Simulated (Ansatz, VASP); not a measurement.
BAs in VASP and in Ansatz

```
B As
1.0
     0.00000    2.39187    2.39187
     2.39187    0.00000    2.39187
     2.39187    2.39187    0.00000
B As
1 1
Cartesian
  0.0000 0.0000 0.0000
  1.1959 1.1959 1.1959
```

Alike in both runs: task single point; functional LDA; k mesh 10 × 10 × 10; no spin polarisation.

|  | VASP | Ansatz |
| --- | --- | --- |
| version | VASP 6.6.1 | Ansatz 0.2.0 |
| potentials or method | VASP PAW LDA potentials, release 64 (B, As) | plane waves, PAW |
| plane-wave cutoff (eV) | 520 | 420 |
| occupations | gaussian, width 0.01 eV | fixed |
| valence electrons in the cell | 8 | 18 |

```tsv
	VASP	Ansatz	Ansatz less VASP
gap on the k mesh at the Fermi level (eV)	1.13	1.13	+0.007
pressure (GPa)	-3.7	-4.5	-0.82
```

LDA's correlation is that of Perdew and Zunger in VASP and of Perdew and Wang (1992) in Ansatz. VASP's potentials hold 8 valence electrons a cell and Ansatz's 18, so a difference there can come from the potentials and not from the codes.
